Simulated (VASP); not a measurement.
A run of VASP 6.6.1:

The input INCAR:

```
AGGAC = 1.0 ; AGGAX = 1.0
ALDAC = 0.0 ; ALDAX = 1.0
ALGO = Normal ; EDIFF = 1E-6
ENCUT = 520 ; GGA = B5
ISIF = 2 ; ISMEAR = 0
LASPH = True ; LCHARG = False
LREAL = False ; LWAVE = False
NBANDS = 25 ; NELM = 80
PREC = Accurate ; SIGMA = 0.01
```

File KPOINTS:

```
k-points
0
Gamma
  4 4 4
```

The input POSCAR:

```
Na3BrO
1.0
    4.5331300000      0.0000000000      0.0000000000
    0.0000000000      4.5331300000      0.0000000000
    0.0000000000      0.0000000000      4.5331300000
Na Br O
3 1 1
Direct
    0.0000000000      0.5000000000      0.5000000000
    0.5000000000      0.0000000000      0.5000000000
    0.5000000000      0.5000000000      0.0000000000
    0.0000000000      0.0000000000      0.0000000000
    0.5000000000      0.5000000000      0.5000000000
```

Potentials or basis: VASP PAW PBE potentials, release 64 (Na_pv, Br, O).

Launch:

```sh
$ cat potpaw_PBE.64/Na_pv/POTCAR potpaw_PBE.64/Br/POTCAR potpaw_PBE.64/O/POTCAR > POTCAR
$ mpirun -np 1 vasp_std > vasp.out
```

Hardware: 1 thread of Intel Xeon 8259CL, on a shared host.

Question: How long does it take, and how much memory?

Answer: It took 73 s on 1 thread of Intel Xeon 8259CL (shared host), peak memory 0.2 GiB. Counts: scf iterations 15, k points 10.
